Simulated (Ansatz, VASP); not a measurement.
# Sb in VASP and in Ansatz

```
Sb
1.0
     3.19806   -0.18859    0.00321
    -1.76235    3.12411   -0.06539
     0.00529   -0.12121    5.63706
Sb
2
Direct
  0.32947 0.72169 0.23051
  0.67053 0.27831 0.76949
```

Change from the starting cell: all atoms moved at random, sigma 0.1 Å a component, cell strained at random, sigma 0.1.

Alike in both runs: task single point; functional PBEsol; k mesh 12 × 12 × 6; occupations gaussian, width 0.15 eV; no spin polarisation.

```csv
,VASP,Ansatz
version,VASP 6.6.1,Ansatz 0.2.0
potentials or method,"VASP PAW PBE potentials, release 64 (Sb), cutoff 520 eV","scalar-relativistic, plane waves, PAW"
valence electrons in the cell,10,30
```

Ansatz gave:

| Quantity | Value |
| --- | --- |
| gap on the k mesh at the Fermi level (eV) | none |
| pressure (GPa) | -0.7 |
| traceless stress, the component that is largest in VASP (GPa) | 0.94 |
| rms of the force components (eV/Å) | 0.168 |

Problem. What did VASP give for the same quantities?

Solution. gap on the k mesh at the Fermi level (eV): none; pressure (GPa): -0.7; traceless stress, the component that is largest in VASP (GPa): 0.92; rms of the force components (eV/Å): 0.174.

VASP's potentials were made for PBE, not for PBEsol. Atom by atom the forces differ by 0.006 eV/Å (rms over components). A gap of «none» marks a metal or a gap that the smearing closes. The functional is the same, so the differences come from potentials, cutoffs and numerics. VASP's potentials hold 10 valence electrons a cell and Ansatz's 30, so a difference there can come from the potentials and not from the codes.

Neither program's run includes spin-orbit coupling.
